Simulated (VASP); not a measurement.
MoSe: single point with PBE

MoSe:

```
CELL_PARAMETERS angstrom
0.00000 2.89288 2.89288
2.89288 0.00000 2.89288
2.89288 2.89288 0.00000
ATOMIC_POSITIONS crystal
Mo 0.00000 0.00000 0.00000
Se 0.50000 0.50000 0.50000
```

```yaml
Program: VASP 6.6.1
Task: single point
Functional: PBE
Potentials_or_basis: VASP PAW PBE potentials, release 64 (Mo_sv, Se)
Cutoff: 520 eV
k_mesh: 8 × 8 × 8
Occupations: fermi-dirac, width 0.05 eV
Spin: no spin polarisation
```

```json
{"Pressure": "-20.3 GPa", "Band gap on the k mesh": "zero (band 10 reaches 6.00 eV, above the bottom of band 11 at 4.80 eV)"}
```

Levels at points of the mesh, in eV from the Fermi level:
| k point | band 7 | band 8 | band 9 | band 10 | band 11 | band 12 | band 13 | band 14 |
| --- | --- | --- | --- | --- | --- | --- | --- | --- |
| (0.00, 0.00, 0.00) | -1.96 | -1.96 | -1.07 | -1.07 | -1.07 | -0.89 | -0.89 | 0.83 |
| (0.50, 0.00, 0.00) | -4.03 | -4.03 | -0.02 | -0.02 | 0.30 | 2.60 | 2.88 | 2.88 |
| (0.50, 0.50, 0.00) | -3.05 | -3.05 | -2.03 | -0.40 | 0.32 | 0.32 | 0.59 | 1.63 |

Run time: 14 s on 1 thread of Intel(R) Xeon(R) Platinum 8488C (Sapphire Rapids), with other jobs on the host, peak memory 0.17 GiB.
